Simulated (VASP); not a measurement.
Here is a VASP 6.6.1 calculation.

The input POSCAR:

```
W
1.0
    2.7565853102      0.0000000000      0.0000000000
   -1.3782926551      2.3872729063      0.0000000000
    0.0000000000      0.0000000000      4.9555014514
W
2
Direct
    0.3333333333      0.6666666667      0.2500000000
    0.6666666667      0.3333333333      0.7500000000
```

INCAR.step1

```
PREC = Accurate
ENCUT = 520
ISMEAR = -1
SIGMA = 0.1
LREAL = False
LASPH = True
NELM = 80
NBANDS = 21
GGA = PE
ALGO = Normal
EDIFF = 1E-4
LWAVE = True
LCHARG = False
```

INCAR.step2

```
PREC = Accurate
ENCUT = 520
EDIFF = 1E-6
ISMEAR = -1
SIGMA = 0.1
LREAL = False
LASPH = True
NELM = 80
ALGO = Normal
ISIF = 2
LWAVE = False
LCHARG = False
METAGGA = R2SCAN
LMIXTAU = True
NBANDS = 21
ISTART = 1
```

File KPOINTS:

```
regular mesh
0
Gamma
  7 7 4
```

Potentials or basis: VASP PAW PBE potentials, release 64 (W_sv).

Run with:

```bash
$ cat potpaw_PBE.64/W_sv/POTCAR > POTCAR
$ cp INCAR.step1 INCAR
$ mpirun -np 1 vasp_std > vasp.out
$ cp INCAR.step2 INCAR
$ mpirun -np 1 vasp_std > vasp.out
```

Question: Estimate the pressure.

Answer: 0.9 GPa.

Question: Estimate the band gap on the k mesh.

Answer: Zero (bands 14 and 15 overlap by 1.27 eV).

Stress tensor (GPa, compression positive):
```
-0.07  0.00  0.00
 0.00 -0.07  0.00
 0.00  0.00  2.75
```

Caveat: the k points lie up to 0.38 Å⁻¹ apart, too coarse for converged energies and pressures of a metal; the PAW data sets were made with another functional, which shifts forces and pressure a little; spin-orbit coupling is left out, which moves the levels of the heavy elements.
